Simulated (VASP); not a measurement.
Here is a VASP 6.6.1 calculation.

The input INCAR:

```
SYSTEM = FeO
  ALGO = Normal
  EDIFF = 1E-6
  ENCUT = 520
  GGA = PE
  ISIF = 2
  ISMEAR = 0
  ISPIN = 2
  LASPH = .TRUE.
  LCHARG = .FALSE.
  LMAXMIX = 4
  LORBIT = 11
  LREAL = .FALSE.
  LWAVE = .FALSE.
  MAGMOM = 3.78 0.42
  NBANDS = 18
  NELM = 150
  PREC = Accurate
  SIGMA = 0.1
```

The input KPOINTS:

```
k-points
0
G
  24 24 20
  0 0 0
```

The input POSCAR:

```
FeO
1.0
    2.8532715637      0.0000000000      0.0000000000
   -1.4266357818      2.4710056581      0.0000000000
    0.0000000000      0.0000000000      2.7628874396
Fe O
1 1
Direct
    0.6666666667      0.3333333333      0.5000000000
    0.3333333333      0.6666666667      0.0000000000
```

Potentials or basis: VASP PAW PBE potentials, release 64 (Fe, O).

Launch:

```bash
$ cat potpaw_PBE.64/Fe/POTCAR potpaw_PBE.64/O/POTCAR > POTCAR
$ mpirun -np 1 vasp_std > vasp.out
```

Problem. What does it give for the band gap on the k mesh?

Solution. Zero (filled and empty bands overlap).

Problem. Predict the site moments.

Solution. Fe +3.56; O +0.36 μB.

Stress tensor (GPa, compression positive):
```
 0.22  0.00  0.00
 0.00  0.22  0.00
 0.00  0.00 -0.19
```

Caveat: a cell with one magnetic atom can't hold antiferromagnetic order, which such compounds often take; semilocal functionals often make such compounds metallic where correlation or magnetic order opens a gap, which also shifts bond lengths. With open d or f shells a metallic result of PBE can be an artefact of self-interaction; +U or a hybrid may open a gap.
